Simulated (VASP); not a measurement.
# SrCd (Pm-3m) in VASP: single point with LDA

Aim: the single point of SrCd with LDA.

Program: VASP 6.6.1. These are calculated values, not measurements. Logs are shortened: lines on timing, memory, paths and dates and some standing lists are left out, and cuts for length are marked.

## 1. The cell of the first run

It takes space group Pm-3m (No. 221, cubic). Conventional cell: a = 4.003 Å, b = 4.003 Å, c = 4.003 Å, α = 90.00°, β = 90.00°, γ = 90.00°. Within 4.6 Å of Sr (site symmetry m-3m) lie 8 Cd at 3.47 Å and 6 Sr at 4.00 Å. Within 4.6 Å of Cd (site symmetry m-3m) lie 8 Sr at 3.47 Å and 6 Cd at 4.00 Å.

## 2. Single point, LDA, collinear spin, zero start

Input file INCAR:

```
PREC = Accurate ; ENCUT = 520
EDIFF = 1E-6 ; ISMEAR = -1
SIGMA = 0.1 ; LREAL = False
LASPH = True ; NELM = 150
ALGO = Normal ; ISIF = 2
LWAVE = False ; LCHARG = False
ISPIN = 2 ; MAGMOM = 0 0
LORBIT = 11 ; NBANDS = 22
```

Input file KPOINTS:

```
regular mesh
0
Gamma
  8 8 8
```

Input file POSCAR:

```
SrCd
1.0
    4.0030000000      0.0000000000      0.0000000000
    0.0000000000      4.0030000000      0.0000000000
    0.0000000000      0.0000000000      4.0030000000
Sr Cd
1 1
Direct
    0.5000000000      0.5000000000      0.5000000000
    0.0000000000      0.0000000000      0.0000000000
```

Potentials or basis: VASP PAW LDA potentials, release 64 (Sr_sv, Cd).

The run is started by

```console
$ cat potpaw_LDA.64/Sr_sv/POTCAR potpaw_LDA.64/Cd/POTCAR > POTCAR
$ mpirun -np 1 vasp_std > vasp.out
```

OUTCAR:

```text
PREC = Accurate
   ENCUT = 520
   EDIFF = 1E-6
   ISMEAR = -1
   LREAL = False
   LASPH = True
   NELM = 150
   ISIF = 2
   ISPIN = 2
   LORBIT = 11

 ion  position               nearest neighbor table
   1  0.500  0.500  0.500-   2 3.47   2 3.47   2 3.47   2 3.47   2 3.47   2 3.47   2 3.47   2 3.47

   2  0.000  0.000  0.000-   1 3.47   1 3.47   1 3.47   1 3.47   1 3.47   1 3.47   1 3.47   1 3.47

  LATTYP: Found a simple cubic cell.
 ALAT       =     4.0030000000

  Lattice vectors:

 A1 = (   4.0030000000,   0.0000000000,   0.0000000000)
 A2 = (   0.0000000000,   4.0030000000,   0.0000000000)
 A3 = (   0.0000000000,   0.0000000000,   4.0030000000)

Analysis of symmetry for initial positions (statically):
=====================================================================
 Subroutine PRICEL returns:
 Original cell was already a primitive cell.

 Routine SETGRP: Setting up the symmetry group for a
 simple cubic supercell.

 Subroutine GETGRP returns: Found 48 space group operations
 (whereof 48 operations were pure point group operations)
 out of a pool of 48 trial point group operations.

The static configuration has the point symmetry O_h .

Analysis of symmetry for dynamics (positions and initial velocities):
=====================================================================
 Subroutine PRICEL returns:
 Original cell was already a primitive cell.

 Routine SETGRP: Setting up the symmetry group for a
 simple cubic supercell.

 Subroutine GETGRP returns: Found 48 space group operations
 (whereof 48 operations were pure point group operations)
 out of a pool of 48 trial point group operations.

The dynamic configuration has the point symmetry O_h .

Analysis of structural, dynamic, and magnetic symmetry:
=====================================================================
 Subroutine PRICEL returns:
 Original cell was already a primitive cell.

 Routine SETGRP: Setting up the symmetry group for a
 simple cubic supercell.

 Subroutine GETGRP returns: Found 48 space group operations
 (whereof 48 operations were pure point group operations)
 out of a pool of 48 trial point group operations.

The overall configuration has the point symmetry O_h .

 Subroutine INISYM returns: Found 48 space group operations
 (whereof 48 operations are pure point group operations),
 and found     1 'primitive' translations

----------------------------------------------------------------------------------------

                                     Primitive cell

  volume of cell :      64.1441

  direct lattice vectors                    reciprocal lattice vectors
     4.003000000  0.000000000  0.000000000     0.249812641  0.000000000  0.000000000
     0.000000000  4.003000000  0.000000000     0.000000000  0.249812641  0.000000000
     0.000000000  0.000000000  4.003000000     0.000000000  0.000000000  0.249812641

  length of vectors
     4.003000000  4.003000000  4.003000000     0.249812641  0.249812641  0.249812641

  position of ions in fractional coordinates (direct lattice)
     0.500000000  0.500000000  0.500000000
     0.000000000  0.000000000  0.000000000

  ion indices of the primitive-cell ions
   primitive index   ion index
                 1           1
                 2           2

----------------------------------------------------------------------------------------

 KPOINTS: regular mesh

Automatic generation of k-mesh.
 Grid dimensions read from file:
 generate k-points for:    8    8    8

 Generating k-lattice:

  Cartesian coordinates                     Fractional coordinates (reciprocal lattice)
     0.031226580  0.000000000  0.000000000     0.125000000  0.000000000  0.000000000
     0.000000000  0.031226580  0.000000000     0.000000000  0.125000000  0.000000000
     0.000000000  0.000000000  0.031226580     0.000000000  0.000000000  0.125000000

  Length of vectors
     0.031226580  0.031226580  0.031226580

  Shift w.r.t. Gamma in fractional coordinates (k-lattice)
     0.000000000  0.000000000  0.000000000

 Subroutine IBZKPT returns following result:
 ===========================================

 Found     35 irreducible k-points:

 Following reciprocal coordinates:
            Coordinates               Weight
  0.000000  0.000000  0.000000      1.000000
  0.125000  0.000000  0.000000      6.000000
  0.250000  0.000000  0.000000      6.000000
  0.375000  0.000000  0.000000      6.000000
  0.500000  0.000000  0.000000      3.000000
  0.125000  0.125000  0.000000     12.000000
[... 16 lines left out ...]
  0.375000  0.375000  0.125000     24.000000
  0.500000  0.375000  0.125000     24.000000
 [... further k-points ...]
   k-points           NKPTS =     35   k-points in BZ     NKDIM =     35   number of bands    NBANDS=     22
   number of dos      NEDOS =    301   number of ions     NIONS =      2
   total plane-waves  NPLWV =  27000
   dimension x,y,z NGX =    30 NGY =   30 NGZ =   30
   dimension x,y,z NGXF=    60 NGYF=   60 NGZF=   60
   ions per type =               1   1
   NGX,Y,Z   is equivalent  to a cutoff of  12.46, 12.46, 12.46 a.u.
   NGXF,Y,Z  is equivalent  to a cutoff of  24.92, 24.92, 24.92 a.u.
 SYSTEM =  unknown system
   PREC   = accura    normal or accurate (medium, high low for compatibility)
   ISTART =      0    job   : 0-new  1-cont  2-samecut
   ICHARG =      2    charge: 1-file 2-atom 10-const
   ISPIN  =      2    spin polarized calculation?
   LNONCOLLINEAR =      F non collinear calculations
   LSORBIT =      F    spin-orbit coupling
   LASPH  =      T    aspherical Exc in radial PAW
   ENCUT  =  520.0 eV  38.22 Ry    6.18 a.u.   7.44  7.44  7.44*2*pi/ulx,y,z
   NELM   =    150;   NELMIN=  2; NELMDL= -5     # of ELM steps
   EDIFF  = 0.1E-05   stopping-criterion for ELM
   LREAL  =      F    real-space projection
   EDIFFG = 0.1E-04   stopping-criterion for IOM
   NSW    =      0    number of steps for IOM
   IBRION =     -1    ionic relax: 0-MD 1-quasi-New 2-CG
   NFREE  =      0    steps in history (QN), initial steepest desc. (CG)
   ISIF   =      2    stress and relaxation
   ISYM   =      2    0-nonsym 1-usesym 2-fastsym
   POTIM  = 0.5000    time-step for ionic-motion
   TEBEG  =    0.0;   TEEND  =   0.0 temperature during run
   PSTRESS=    0.0 pullay stress
   NELECT =      22.0000    total number of electrons
   NUPDOWN=      -1.0000    fix difference up-down
   EMIN   =  10.00;   EMAX   =-10.00  energy-range for DOS
   EFERMI =   0.00;   METHOD = LEGACY
   ISMEAR =    -1;   SIGMA  =   0.10  broadening in eV -4-tet -1-fermi 0-gaus
   EFERMI_NEDOS =   21; number of points for ismear=-14 and -15
   IALGO  =     38    algorithm
   IMIX   =      4    mixing-type and parameters
     AMIX     =   0.40;   BMIX     =  1.00
     AMIX_MAG =   1.60;   BMIX_MAG =  1.00
  volume/ion in A,a.u.               =      32.07       216.43
  Fermi-wavevector in a.u.,A,eV,Ry     =   1.145944  2.165521 17.867009  1.313188
  Thomas-Fermi vector in A             =   2.282631
   LORBIT       =     11    0 simple, 1 ext, 2 COOP (PROOUT), +10 PAW based schemes
   GGA     = CA    functional components
   LHFCALC =     F    Hartree Fock is set to
   AEXX    =    0.0000 exact exchange contribution
   IVDW    =     0    specifies the selected vdW correction
   LEPSILON=     F    determine dielectric tensor
   LRPA    =     F    only Hartree local field effects (RPA)
 spin polarized calculation
  energy-cutoff  :      520.00
  volume of cell :       64.14
 maximum number of plane-waves:      1751
 NGX is ok and might be reduce to    30
   NGX = 15   NGY = 15   NGZ = 15

 number of electron      21.9999998 magnetization       0.0000056

 number of electron      21.9999998 magnetization      -0.0000024

 Free energy of the ion-electron system (eV)
  ---------------------------------------------------
  ext. energy  EPLUGINS =         0.00000000
  ---------------------------------------------------
  free energy    TOTEN  =        -4.09827161 eV

  energy without entropy =       -4.04613516  energy(sigma->0) =       -4.07220338

 E-fermi :   2.0925     XC(G=0):  -9.4358

 val. band max:        2.0716685307   @ k =   0.2500   0.1250   0.0000
 cond. band min:       2.0930429320   @ k =   0.5000   0.5000   0.0000
 fundamental gap:      0.0213744013
 Fermi energy:         2.0924842081

 spin component 1

 k-point     1 :       0.0000    0.0000    0.0000
  band No.  band energies     occupation
      1     -33.5204      1.00000
      2     -15.5575      1.00000
      3     -15.5575      1.00000
      4     -15.5575      1.00000
      5      -6.5569      1.00000
      6      -6.5569      1.00000
[... 14 lines left out ...]
     21      12.9549      0.00000
     22      14.0713      0.00000

 k-point     2 :       0.1250    0.0000    0.0000
  band No.  band energies     occupation
      1     -33.5186      1.00000
      2     -15.5931      1.00000
      3     -15.5550      1.00000
      4     -15.5550      1.00000
      5      -6.5528      1.00000
      6      -6.5314      1.00000
[... 542 lines left out ...]
 k-point    24 :       0.5000    0.3750    0.1250
  band No.  band energies     occupation
      1     -33.4961      1.00000
      2     -15.7543      1.00000
      3     -15.7183      1.00000
      4     -15.5514      1.00000
      5      -6.5380      1.00000
      6      -6.4693      1.00000
[... 14 lines left out ...]
     21      11.9966      0.00000
     22      14.2541      0.00000

 [... further k-points ...]

 spin component 2

 k-point     1 :       0.0000    0.0000    0.0000
  band No.  band energies     occupation
      1     -33.5204      1.00000
      2     -15.5575      1.00000
      3     -15.5575      1.00000
      4     -15.5575      1.00000
      5      -6.5569      1.00000
      6      -6.5569      1.00000
[... 14 lines left out ...]
     21      12.9549      0.00000
     22      14.0713      0.00000

 k-point     2 :       0.1250    0.0000    0.0000
  band No.  band energies     occupation
      1     -33.5186      1.00000
      2     -15.5931      1.00000
      3     -15.5550      1.00000
      4     -15.5550      1.00000
      5      -6.5528      1.00000
      6      -6.5314      1.00000
[... 542 lines left out ...]
 k-point    24 :       0.5000    0.3750    0.1250
  band No.  band energies     occupation
      1     -33.4960      1.00000
      2     -15.7543      1.00000
      3     -15.7183      1.00000
      4     -15.5514      1.00000
      5      -6.5380      1.00000
      6      -6.4693      1.00000
[... 14 lines left out ...]
     21      11.9966      0.00000
     22      14.2541      0.00000

 [... further k-points ...]
[... 5 lines left out ...]
  --------------------------------------------------------------------------------------
  -------------------------------------------------------------------------------------
  Total       -0.8153071     -0.8153071     -0.8153071     -0.0000000      0.0000000      0.0000000
  in kB      -20.3645596    -20.3645596    -20.3645596     -0.0000000      0.0000000      0.0000000
  external PRESSURE =     -20.3645596 kB  Pullay stress =       0.0000000 kB

 VOLUME and BASIS-vectors are now :
 -----------------------------------------------------------------------------
  energy-cutoff  :      520.00
  volume of cell :       64.14
      direct lattice vectors                 reciprocal lattice vectors
     4.003000000  0.000000000  0.000000000     0.249812641  0.000000000  0.000000000
     0.000000000  4.003000000  0.000000000     0.000000000  0.249812641  0.000000000
     0.000000000  0.000000000  4.003000000     0.000000000  0.000000000  0.249812641

 POSITION                                       TOTAL-FORCE (eV/Angst)
 -----------------------------------------------------------------------------------
      2.00150      2.00150      2.00150         0.000000      0.000000      0.000000
      0.00000      0.00000      0.00000         0.000000      0.000000      0.000000
 -----------------------------------------------------------------------------------
    total drift:                                0.000000      0.000000     -0.000000

  FREE ENERGIE OF THE ION-ELECTRON SYSTEM (eV)
  ---------------------------------------------------
  free  energy   TOTEN  =        -4.0982716077 eV

  energy  without entropy=       -4.0461351611  energy(sigma->0) =       -4.07220338

 total charge

# of ion       s       p       d       tot
------------------------------------------
    1        2.042   5.734   0.207   7.984
    2        0.637   0.254   9.444  10.335
--------------------------------------------------
tot          2.679   5.989   9.651  18.319

 magnetization (x)

# of ion       s       p       d       tot
------------------------------------------
    1       -0.000  -0.000   0.000  -0.000
    2        0.000  -0.000   0.000   0.000
--------------------------------------------------
tot         -0.000  -0.000   0.000  -0.000
```

Run time: 1.8 min. Hardware: 1 thread of Intel Xeon 8259CL, shared host; peak memory 0.21 GiB.

Results:

```
Free energy                                           : -4.0983 eV
Pressure                                              : -2.0 GPa
Band gap on the k mesh                                : zero (filled and empty bands overlap)
Net moment                                            : 0.00 μB per cell
Valence electrons inside the program's atomic spheres : Sr 7.98; Cd 10.34
```

The gap in the log of VASP goes by the Fermi energy; the results here count the filled bands.